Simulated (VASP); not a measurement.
MgO: single point with r2SCAN

The system is MgO.

```
Mg O
1.0
     0.00000    2.13515    2.13515
     2.13515    0.00000    2.13515
     2.13515    2.13515    0.00000
Mg O
1 1
Direct
  0.00000 0.00000 0.00000
  0.48536 0.48536 0.51464
```

This cell differs from its parent crystal: all O atoms moved +0.062 Å, as atom 2 towards its neighbour atom 1 (Mg) at 2.135 Å.

- Program: VASP 6.6.1
- Task: single point
- Functional: r2SCAN
- Potentials or basis: VASP PAW PBE potentials, release 64 (Mg_sv, O)
- Cutoff: 660 eV
- k mesh: 10 × 10 × 10
- Occupations: gaussian, width 0.05 eV
- Spin: no spin polarisation
- Dipole correction: no
- Second run: valence_matched
- Further INCAR settings: ALGO = Normal; EDIFF = 1e-06; NBANDS = 15

The pressure is -6.9 GPa and the largest force is 0.296 eV/Å. The band gap on the k mesh is 5.25 eV, direct.

Forces on the atoms (eV/Å):
```
Mg   0.000  0.000 -0.296
O    0.000  0.000  0.296
```

Stress tensor (GPa, compression positive):
```
-7.27  0.00  0.00
 0.00 -7.27  0.00
 0.00  0.00 -6.07
```

Levels at points of the mesh, in eV from the valence-band top:
```csv
k point,band 6,band 7,band 8,band 9,band 10,band 11
"(0.00, 0.00, 0.00)",-0.01,0.00,0.00,5.25,16.63,16.63
"(0.50, 0.00, 0.00)",-4.41,-0.63,-0.63,8.56,13.35,17.07
"(0.50, 0.50, 0.00)",-3.90,-1.31,-1.31,9.98,10.70,13.87
"(0.00, 0.50, 0.50)",-3.91,-1.31,-1.31,9.99,10.71,13.86
```

Wall time 110 s on 1 thread of Intel(R) Xeon(R) Platinum 8559C (Emerald Rapids) (shared host), peak memory 0.18 GiB.

Caveat: the cell differs from its parent crystal (all O atoms moved +0.062 Å, as atom 2 towards its neighbour atom 1 (Mg) at 2.135 Å); the PAW data sets were made with another functional, which shifts forces and pressure a little.
